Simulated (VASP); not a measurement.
# Ta3N (P-3m1) in VASP: notebook

Aim: see how the results for Ta3N move with the level of theory and the settings. Levels: PBEsol, PBE. Tasks: single point.

All numbers are computed with VASP 6.6.1; they aren't measurements. Logs are shortened: lines on timing, memory, paths and dates and some standing lists are left out, and cuts for length are marked.

### 1 The cell of the first run

The structure is trigonal, space group P-3m1 (No. 164). The conventional cell has a = 3.131 Å, b = 3.131 Å, c = 7.544 Å, α = 90.00°, β = 90.00°, γ = 120.00°. Within 3.9 Å of Ta (site symmetry -3m) lie 12 Ta at 2.98 to 3.13 Å and 2 N at 3.77 Å. Within 3.0 Å of Ta (site symmetry 3m) lie 3 N at 2.28 Å and 3 Ta at 2.98 Å. Within 3.0 Å of N (site symmetry -3m) lie 6 Ta at 2.28 Å.

### 2 Single point, PBEsol (strained and its atoms moved)

File INCAR:

```
SYSTEM = Ta3N
  PREC = Accurate
  ENCUT = 520
  EDIFF = 1E-7
  ISMEAR = 0
  SIGMA = 0.1
  LREAL = .FALSE.
  LASPH = .TRUE.
  NELM = 80
  ALGO = Normal
  ISIF = 2
  LWAVE = .FALSE.
  LCHARG = .TRUE.
  GGA = PS
  LELF = .TRUE.
  LVHAR = .TRUE.
  NBANDS = 27
```

File KPOINTS:

```
regular mesh
0
G
  15 15 6
  0 0 0
```

File POSCAR:

```
Ta3N
1.0
    3.1310138454      0.0000000000      0.0000000000
   -1.5655069228      2.7115375298      0.0000000000
    0.0000000000      0.0000000000      7.5435492735
Ta N
3 1
Direct
    0.0000000000      0.0000000000      0.5000000000
    0.3333333300      0.6666666700      0.1852074148
    0.6666666700      0.3333333300      0.8147925852
    0.0000000000      0.0000000000      0.0000000000
```

Potentials or basis: VASP PAW PBE potentials, release 64 (Ta_pv, N).

Command:

```
> cat potpaw_PBE.64/Ta_pv/POTCAR potpaw_PBE.64/N/POTCAR > POTCAR
> mpirun -np 1 vasp_std > vasp.out
```

OUTCAR:

```text
SYSTEM = Ta3N
   PREC = Accurate
   ENCUT = 520
   EDIFF = 1E-7
   ISMEAR = 0
   LREAL = .FALSE.
   LASPH = .TRUE.
   NELM = 80
   ISIF = 2
   GGA = PS

 ion  position               nearest neighbor table
   1  0.000  0.000  0.500-   2 2.98   3 2.98   3 2.98   2 2.98   3 2.98   2 2.98
   2  0.333  0.667  0.185-   4 2.28   4 2.28   4 2.28   1 2.98   1 2.98   1 2.98   3 3.33   3 3.33
                             3 3.33
   3  0.667  0.333  0.815-   4 2.28   4 2.28   4 2.28   1 2.98   1 2.98   1 2.98   2 3.33   2 3.33
                             2 3.33
   4  0.000  0.000  0.000-   2 2.28   3 2.28   3 2.28   2 2.28   3 2.28   2 2.28

  LATTYP: Found a hexagonal cell.
 ALAT       =     3.1310138454
 C/A-ratio  =     2.4092992385

  Lattice vectors:

 A1 = (   3.1310138454,   0.0000000000,   0.0000000000)
 A2 = (  -1.5655069228,   2.7115375298,   0.0000000000)
 A3 = (   0.0000000000,   0.0000000000,   7.5435492735)

Analysis of symmetry for initial positions (statically):
=====================================================================
 Subroutine PRICEL returns:
 Original cell was already a primitive cell.

 Routine SETGRP: Setting up the symmetry group for a
 hexagonal supercell.

 Subroutine GETGRP returns: Found 12 space group operations
 (whereof 12 operations were pure point group operations)
 out of a pool of 24 trial point group operations.

The static configuration has the point symmetry D_3d.

Analysis of symmetry for dynamics (positions and initial velocities):
=====================================================================
 Subroutine PRICEL returns:
 Original cell was already a primitive cell.

 Routine SETGRP: Setting up the symmetry group for a
 hexagonal supercell.

 Subroutine GETGRP returns: Found 12 space group operations
 (whereof 12 operations were pure point group operations)
 out of a pool of 24 trial point group operations.

The dynamic configuration has the point symmetry D_3d.

 Subroutine INISYM returns: Found 12 space group operations
 (whereof 12 operations are pure point group operations),
 and found     1 'primitive' translations

----------------------------------------------------------------------------------------

                                     Primitive cell

  volume of cell :      64.0437

  direct lattice vectors                    reciprocal lattice vectors
     3.131013845  0.000000000  0.000000000     0.319385365  0.184397226  0.000000000
    -1.565506923  2.711537530  0.000000000     0.000000000  0.368794453  0.000000000
     0.000000000  0.000000000  7.543549274     0.000000000  0.000000000  0.132563594

  length of vectors
[... 90 lines left out ...]
   IBRION =     -1    ionic relax: 0-MD 1-quasi-New 2-CG
   NFREE  =      0    steps in history (QN), initial steepest desc. (CG)
   ISIF   =      2    stress and relaxation
   ISYM   =      2    0-nonsym 1-usesym 2-fastsym
   POTIM  = 0.5000    time-step for ionic-motion
   TEBEG  =    0.0;   TEEND  =   0.0 temperature during run
   PSTRESS=    0.0 pullay stress
   NELECT =      38.0000    total number of electrons
   NUPDOWN=      -1.0000    fix difference up-down
   EMIN   =  10.00;   EMAX   =-10.00  energy-range for DOS
   EFERMI =   0.00;   METHOD = LEGACY
   ISMEAR =     0;   SIGMA  =   0.10  broadening in eV -4-tet -1-fermi 0-gaus
   EFERMI_NEDOS =   21; number of points for ismear=-14 and -15
   IALGO  =     38    algorithm
   IMIX   =      4    mixing-type and parameters
     AMIX     =   0.40;   BMIX     =  1.00
     AMIX_MAG =   1.60;   BMIX_MAG =  1.00
  volume/ion in A,a.u.               =      16.01       108.05
  Fermi-wavevector in a.u.,A,eV,Ry     =   1.375658  2.599617 25.748153  1.892436
  Thomas-Fermi vector in A             =   2.500974
   LORBIT       =      0    0 simple, 1 ext, 2 COOP (PROOUT), +10 PAW based schemes
   GGA     = PS    functional components
   LHFCALC =     F    Hartree Fock is set to
   AEXX    =    0.0000 exact exchange contribution
   IVDW    =     0    specifies the selected vdW correction
   LEPSILON=     F    determine dielectric tensor
   LRPA    =     F    only Hartree local field effects (RPA)
 non-spin polarized calculation
 Gauss-broadening in eV      SIGMA  =   0.10
  energy-cutoff  :      520.00
  volume of cell :       64.04
 maximum number of plane-waves:      1739
   NGX = 11   NGY = 11   NGZ = 29

 number of electron      37.9999996 magnetization

 Free energy of the ion-electron system (eV)
  ---------------------------------------------------
  ext. energy  EPLUGINS =         0.00000000
  ---------------------------------------------------
  free energy    TOTEN  =       -47.75716044 eV

  energy without entropy =      -47.74302249  energy(sigma->0) =      -47.75009147

 E-fermi :   5.8830     XC(G=0): -12.4765

 val. band max:        5.8783854240   @ k =   0.3333   0.2000   0.0000
 cond. band min:       5.8855406954   @ k =  -0.2000   0.4667   0.3333
 fundamental gap:      0.0071552713
 Fermi energy:         5.8829518284

 k-point     1 :       0.0000    0.0000    0.0000
  band No.  band energies     occupation
      1     -29.2045      2.00000
      2     -29.1155      2.00000
      3     -28.8097      2.00000
      4     -28.8097      2.00000
      5     -28.7979      2.00000
      6     -28.7979      2.00000
[... 709 lines left out ...]
     26       9.8050      0.00000
     27      10.4339      0.00000

 [... further k-points ...]

------------------------ aborting loop because EDIFF is reached ----------------------------------------

  FORCE on cell =-STRESS in cart. coord.  units (eV):
  Direction    XX          YY          ZZ          XY          YZ          ZX
  --------------------------------------------------------------------------------------
  -------------------------------------------------------------------------------------
  Total       -9.5645502     -9.5645502     -7.3527190      0.0000000      0.0000000     -0.0000000
  in kB     -239.2758092   -239.2758092   -183.9425549      0.0000000      0.0000000     -0.0000000
  external PRESSURE =    -220.8313911 kB  Pullay stress =       0.0000000 kB

 VOLUME and BASIS-vectors are now :
 -----------------------------------------------------------------------------
  energy-cutoff  :      520.00
  volume of cell :       64.04
      direct lattice vectors                 reciprocal lattice vectors
     3.131013845  0.000000000  0.000000000     0.319385365  0.184397226  0.000000000
    -1.565506923  2.711537530  0.000000000     0.000000000  0.368794453  0.000000000
     0.000000000  0.000000000  7.543549274     0.000000000  0.000000000  0.132563594

 POSITION                                       TOTAL-FORCE (eV/Angst)
 -----------------------------------------------------------------------------------
      0.00000      0.00000      3.77177        -0.000000      0.000000      0.000000
     -0.00000      1.80769      1.39712         0.000000      0.000000     -1.851726
      1.56551      0.90385      6.14643        -0.000000      0.000000      1.851726
      0.00000      0.00000      0.00000        -0.000000      0.000000      0.000000
 -----------------------------------------------------------------------------------
    total drift:                               -0.000000      0.000000      0.000000

  FREE ENERGIE OF THE ION-ELECTRON SYSTEM (eV)
  ---------------------------------------------------
  free  energy   TOTEN  =       -47.7571604439 eV

  energy  without entropy=      -47.7430224888  energy(sigma->0) =      -47.75009147
```

Run time: 89 s. Hardware: 1 thread of Intel Xeon 6975P-C (Granite Rapids), shared host; peak memory 0.33 GiB.

Results:

```
Free energy            : -47.7572 eV
Pressure               : -22.1 GPa
Largest force          : 1.852 eV/Å
Band gap on the k mesh : zero (band 19 reaches 6.22 eV, above the bottom of band 20 at 5.69 eV)
```

Forces in eV/Å, atoms in the order of the input:
```
Ta   0.000  0.000  0.000
Ta   0.000  0.000 -1.852
Ta   0.000  0.000  1.852
N    0.000  0.000  0.000
```

Caveat: the cell differs from its parent crystal (strained and its atoms moved); the PAW data sets were made with another functional, which shifts forces and pressure a little; spin-orbit coupling is left out, which moves the levels of the heavy elements.

### 3 Single point, PBE (functional PBE, strained)

File INCAR:

```
ALGO = Normal
EDIFF = 1E-6
ENCUT = 520
GGA = PE
ISIF = 2
ISMEAR = 0
LASPH = T
LCHARG = F
LREAL = F
LWAVE = F
NBANDS = 27
NELM = 80
PREC = Accurate
SIGMA = 0.1
```

File KPOINTS:

```
k-points
0
Gamma
  15 15 6
```

File POSCAR:

```
Ta3N
1.0
    3.1370176489      0.0000000000      0.0000000000
   -1.5685088245      2.7167369761      0.0000000000
    0.0000000000      0.0000000000      7.7841711747
Ta N
3 1
Direct
    0.0000000000      0.0000000000      0.5000000000
    0.3333333300      0.6666666700      0.1739300000
    0.6666666700      0.3333333300      0.8260700000
    0.0000000000      0.0000000000      0.0000000000
```

Potentials or basis: VASP PAW PBE potentials, release 64 (Ta_pv, N).

Command:

```
> cat potpaw_PBE.64/Ta_pv/POTCAR potpaw_PBE.64/N/POTCAR > POTCAR
> mpirun -np 1 vasp_std > vasp.out
```

Wall time 84 s (1 thread of Intel Xeon 6975P-C (Granite Rapids), shared host); peak memory 0.33 GiB.

It converged, with:

```
Free energy            : -45.1588 eV
Pressure               : -20.7 GPa
Largest force          : 0.575 eV/Å
Band gap on the k mesh : zero (band 19 reaches 6.08 eV, above the bottom of band 20 at 5.54 eV)
```

Forces on the atoms (eV/Å):
```
Ta   0.000  0.000  0.000
Ta   0.000  0.000 -0.575
Ta   0.000  0.000  0.575
N    0.000  0.000  0.000
```

Stress tensor (GPa, compression positive):
```
-20.90   0.00   0.00
  0.00 -20.90   0.00
  0.00   0.00 -20.39
```

Levels at points of the mesh, in eV from the Fermi level:
```csv
k point,band 15,band 16,band 17,band 18,band 19,band 20,band 21,band 22,band 23,band 24
"(0.00, 0.00, 0.00)",-3.27,-1.44,-0.36,-0.36,-0.23,0.29,0.29,0.86,1.64,1.64
"(0.00, 0.00, 0.50)",-3.72,-1.11,-1.01,-0.18,-0.18,0.51,0.51,1.11,1.15,1.15
```

Caveat: the cell differs from its parent crystal (functional PBE, strained); spin-orbit coupling is left out, which moves the levels of the heavy elements.

### 4 Single point, PBEsol

This run uses another cell than the first one, of 14.52 Å³/atom, 0.907 times its volume.

File INCAR:

```
PREC = Accurate
ENCUT = 520
EDIFF = 1E-7
ISMEAR = 0
SIGMA = 0.15
LREAL = F
LASPH = T
NELM = 100
ALGO = Normal
ISIF = 2
LWAVE = F
LCHARG = T
GGA = PS
LELF = T
LVHAR = T
NBANDS = 27
```

File KPOINTS:

```
regular mesh
0
Gamma
  12 12 6
```

File POSCAR:

```
Ta3N
1.0
    3.0005045844      0.0000000000      0.0000000000
   -1.5002522922      2.5985131942      0.0000000000
    0.0000000000      0.0000000000      7.4499251172
Ta N
3 1
Direct
    0.0000000000      0.0000000000      0.5000000000
    0.3333333333      0.6666666667      0.1725859884
    0.6666666667      0.3333333333      0.8274140116
    0.0000000000      0.0000000000      0.0000000000
```

Potentials or basis: VASP PAW PBE potentials, release 64 (Ta_pv, N).

Command:

```
> cat potpaw_PBE.64/Ta_pv/POTCAR potpaw_PBE.64/N/POTCAR > POTCAR
> mpirun -np 1 vasp_std > vasp.out
```

OUTCAR:

```text
PREC = Accurate
   ENCUT = 520
   EDIFF = 1E-7
   ISMEAR = 0
   LREAL = F
   LASPH = T
   NELM = 100
   ISIF = 2
   GGA = PS

 ion  position               nearest neighbor table
   1  0.000  0.000  0.500-   2 2.99   3 2.99   2 2.99   3 2.99   3 2.99   2 2.99
   2  0.333  0.667  0.173-   4 2.16   4 2.16   4 2.16   1 2.99   1 2.99   1 2.99   3 3.10   3 3.10
                             3 3.10
   3  0.667  0.333  0.827-   4 2.16   4 2.16   4 2.16   1 2.99   1 2.99   1 2.99   2 3.10   2 3.10
                             2 3.10
[... 924 lines left out ...]
  --------------------------------------------------------------------------------------
  -------------------------------------------------------------------------------------
  Total        0.1533745      0.1533745      0.1801533      0.0000000      0.0000000      0.0000000
  in kB        4.2305102      4.2305102      4.9691449      0.0000000      0.0000000      0.0000000
  external PRESSURE =       4.4767218 kB  Pullay stress =       0.0000000 kB

 VOLUME and BASIS-vectors are now :
 -----------------------------------------------------------------------------
  energy-cutoff  :      520.00
  volume of cell :       58.09
      direct lattice vectors                 reciprocal lattice vectors
     3.000504584  0.000000000  0.000000000     0.333277278  0.192417726  0.000000000
    -1.500252292  2.598513194  0.000000000     0.000000000  0.384835452  0.000000000
     0.000000000  0.000000000  7.449925117     0.000000000  0.000000000  0.134229537

 POSITION                                       TOTAL-FORCE (eV/Angst)
 -----------------------------------------------------------------------------------
      0.00000      0.00000      3.72496        -0.000000      0.000000      0.000000
     -0.00000      1.73234      1.28575        -0.000000      0.000000      0.079461
      1.50025      0.86617      6.16417         0.000000     -0.000000     -0.079461
      0.00000      0.00000      0.00000        -0.000000      0.000000      0.000000
 -----------------------------------------------------------------------------------
    total drift:                                0.000000     -0.000000      0.000000

  FREE ENERGIE OF THE ION-ELECTRON SYSTEM (eV)
  ---------------------------------------------------
  free  energy   TOTEN  =       -48.4342115369 eV

  energy  without entropy=      -48.3972581394  energy(sigma->0) =      -48.41573484
```

Run time: 57 s. Hardware: 1 thread of Intel Xeon 6975P-C (Granite Rapids), shared host; peak memory 0.26 GiB.

Results:

| Property | Result |
| --- | --- |
| Free energy | -48.4342 eV |
| Pressure | 0.4 GPa |
| Largest force | 0.079 eV/Å |
| Band gap on the k mesh | zero (band 19 reaches 7.23 eV, above the bottom of band 20 at 6.52 eV) |

Forces on the atoms (eV/Å):
```
Ta   0.000  0.000  0.000
Ta   0.000  0.000  0.079
Ta   0.000  0.000 -0.079
N    0.000  0.000  0.000
```

Levels at points of the mesh, in eV from the Fermi level:
| k point | band 16 | band 17 | band 18 | band 19 | band 20 | band 21 | band 22 | band 23 |
| --- | --- | --- | --- | --- | --- | --- | --- | --- |
| (0.00, 0.00, 0.00) | -1.36 | -0.52 | -0.52 | -0.36 | 0.29 | 0.29 | 1.03 | 1.96 |
| (0.50, 0.00, 0.00) | -3.17 | -1.13 | -0.53 | 0.27 | 0.75 | 0.99 | 3.62 | 4.19 |
| (0.00, 0.00, 0.50) | -1.27 | -1.18 | -0.31 | -0.31 | 0.58 | 0.58 | 1.29 | 1.36 |
| (0.50, 0.00, 0.50) | -2.97 | -1.27 | -1.24 | 0.23 | 1.02 | 1.32 | 2.52 | 4.52 |

Caveat: the PAW data sets were made with another functional, which shifts forces and pressure a little; spin-orbit coupling is left out, which moves the levels of the heavy elements.

### 5 Single point, PBEsol

This run uses another cell than the first one, of 14.52 Å³/atom, 0.907 times its volume.

File INCAR:

```
SYSTEM = Ta3N
PREC     = Accurate       ! precision mode
ENCUT    = 520            ! plane-wave cutoff, eV
EDIFF    = 1E-7           ! SCF threshold, eV
ISMEAR   = 0              ! smearing method
SIGMA    = 0.1            ! smearing width, eV
LREAL    = .False.        ! projectors in reciprocal space
LASPH    = .True.         ! aspherical terms in the spheres
NELM     = 60             ! most SCF steps
ALGO     = Normal         ! electronic algorithm
ISIF     = 2              ! what is computed and relaxed
LWAVE    = .False.        ! write WAVECAR
LCHARG   = .True.         ! write CHGCAR
GGA      = PS             ! functional
LELF     = .True.         ! ELF
LVHAR    = .True.       
NBANDS   = 27             ! bands
```

File KPOINTS:

```
regular mesh
0
Gamma
  18 18 6
  0 0 0
```

POSCAR is that of step 4.

Command:

```
> cat potpaw_PBE.64/Ta_pv/POTCAR potpaw_PBE.64/N/POTCAR > POTCAR
> mpirun -np 1 vasp_std > vasp.out
```

It took 1.8 min on 1 thread of Intel Xeon 6975P-C (Granite Rapids), shared host; peak memory 0.37 GiB.

It converged, with:

```yaml
Free_energy: -48.4236 eV
Pressure: 0.4 GPa
Largest_force: 0.058 eV/Å
Band_gap_on_the_k_mesh: zero (band 19 reaches 7.29 eV, above the bottom of band 20 at 6.43 eV)
```

Forces on the atoms (eV/Å):
```
Ta   0.000  0.000  0.000
Ta   0.000  0.000  0.058
Ta   0.000  0.000 -0.058
N    0.000  0.000  0.000
```

Levels at points of the mesh, in eV from the Fermi level:
```tsv
k point	band 16	band 17	band 18	band 19	band 20	band 21	band 22	band 23
(0.00, 0.00, 0.00)	-1.37	-0.53	-0.53	-0.37	0.29	0.29	1.02	1.95
(0.50, 0.00, 0.00)	-3.18	-1.14	-0.54	0.26	0.74	0.98	3.61	4.18
(0.00, 0.00, 0.50)	-1.28	-1.18	-0.32	-0.32	0.57	0.57	1.28	1.35
(0.50, 0.00, 0.50)	-2.98	-1.28	-1.25	0.22	1.01	1.31	2.52	4.52
```

Caveat: the PAW data sets were made with another functional, which shifts forces and pressure a little; spin-orbit coupling is left out, which moves the levels of the heavy elements.

### 6 The runs side by side

```csv
level,cell,k mesh,smearing,gap on the mesh (eV),pressure (GPa),largest force (eV/Å)
PBEsol,"a = 3.131, b = 3.131, c = 7.544 Å, angles 90.0, 90.0, 120.0°, 4 atoms",15 × 15 × 6,gaussian 0.1 eV,none,-22.1,1.85
PBE,"a = 3.137, b = 3.137, c = 7.784 Å, angles 90.0, 90.0, 120.0°, 4 atoms",15 × 15 × 6,gaussian 0.1 eV,none,-20.7,0.58
PBEsol,"a = 3.001, b = 3.001, c = 7.450 Å, angles 90.0, 90.0, 120.0°, 4 atoms",12 × 12 × 6,gaussian 0.15 eV,none,0.4,0.08
PBEsol,"a = 3.001, b = 3.001, c = 7.450 Å, angles 90.0, 90.0, 120.0°, 4 atoms",18 × 18 × 6,gaussian 0.1 eV,none,0.4,0.06
```

Alike in all rows: task single point; potentials or basis VASP PAW PBE potentials, release 64 (Ta_pv, N); no spin polarisation; cutoff (eV) 520.

Caveats: spin-orbit coupling is left out, which moves the levels of the heavy elements; the PAW data sets were made with another functional, which shifts forces and pressure a little (some runs).

Total energies depend on the potentials used, so only differences within one code and one set of settings carry meaning.
